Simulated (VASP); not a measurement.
Wanted: the native input for a VASP 6.6.1 run.

| Property | Result |
| --- | --- |
| Task | relaxation of cell and atoms |
| Functional | PBE |
| Potentials or basis | VASP PAW PBE potentials, release 64 (Pr_3, Mo_sv), 4f in core |
| Cutoff | 500 eV |
| k mesh | 4 × 4 × 4 |
| Occupations | gaussian, width 0.1 eV |
| Spin | no spin polarisation |
| Dipole correction | no |
| Further INCAR settings | ALGO = Normal; EDIFF = 1e-07; IBRION = 2; EDIFFG = -0.04; NSW = 90; ISIF = 3 |

The structure of Pr3Mo lies in POSCAR:

```
Pr3Mo
1.0
    5.0772267100      0.0000000000      0.0000000000
    0.0000000000      5.0772267100      0.0000000000
    0.0000000000      0.0000000000      5.0772267100
Pr Mo
3 1
Direct
    0.0000000000      0.5000000000      0.5000000000
    0.5000000000      0.0000000000      0.5000000000
    0.5000000000      0.5000000000      0.0000000000
    0.0000000000      0.0000000000      0.0000000000
```

The cell was generated, and may not be a known phase.

These files were run (other wordings do the same):

INCAR

```
SYSTEM = Pr3Mo
PREC = Accurate
ENCUT = 500
EDIFF = 1E-7
ISMEAR = 0
SIGMA = 0.1
LREAL = .FALSE.
LASPH = .TRUE.
NELM = 200
ALGO = Normal
ISIF = 3
LWAVE = .FALSE.
LCHARG = .FALSE.
GGA = PE
IBRION = 2
NSW = 90
EDIFFG = -0.04
GGA_COMPAT = .FALSE.
NELMIN = 4
LMAXMIX = 6
```

KPOINTS

```
Automatic mesh
0
G
  4 4 4
  0 0 0
```

Potentials or basis: VASP PAW PBE potentials, release 64 (Pr_3, Mo_sv), 4f in core.

Command:

```sh
$ cat potpaw_PBE.64/Pr_3/POTCAR potpaw_PBE.64/Mo_sv/POTCAR > POTCAR
$ mpirun -np 1 vasp_std > vasp.out
```

It gave:

```yaml
Relaxed_volume: 28.89 Å³/atom
Relaxed_cell: a = 4.871 Å, b = 4.871 Å, c = 4.871 Å, α = 90.00°, β = 90.00°, γ = 90.00°
Space_group_after_relaxing_to_0.1_Å: Pm-3m (No. 221)
Energy_gained_by_relaxing: 68.4 meV/atom
Ionic_steps: 3
Pressure_after_relaxing: 0.0 GPa
Band_gap_on_the_k_mesh: zero (an odd number of electrons rules out a gap without spin polarisation)
```

Caveat: spin-orbit coupling is left out, which moves the levels of the heavy elements; the 4f electrons are frozen in the core, so they carry no moment and show no levels.

It took 73 s on 1 thread of AMD EPYC 9R45 96-Core Processor (Zen 5), with other jobs on the host, peak memory 0.22 GiB.
